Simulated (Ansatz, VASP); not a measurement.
# ZnS: VASP beside Ansatz

```
CELL_PARAMETERS angstrom
0.00000 2.70671 2.70671
2.70671 0.00000 2.70671
2.70671 2.70671 0.00000
ATOMIC_POSITIONS crystal
Zn 0.00000 0.00000 0.00000
S 0.25000 0.25000 0.25000
```

Alike in both runs: task single point; functional HSE06; k mesh 4 × 4 × 4; occupations fermi-dirac, width 0.05 eV; no spin polarisation.

|  | VASP | Ansatz |
| --- | --- | --- |
| version | VASP 6.6.1 | Ansatz 0.2.0 development build |
| potentials or method | VASP PAW PBE potentials, release 64 (Zn, S) | plane waves, PAW datasets (generated soft set 1) |
| plane-wave cutoff (eV) | 520 | 420 |
| valence electrons in the cell | 18 | 18 |

|  | VASP | Ansatz | Ansatz less VASP |
| --- | --- | --- | --- |
| gap on the k mesh at the Fermi level (eV) | 3.32 | 3.32 | +0.007 |

With one functional, cell and mesh, what is left measures potentials, basis and numerics.

The k mesh is coarse, so the values compare programs but aren't converged.
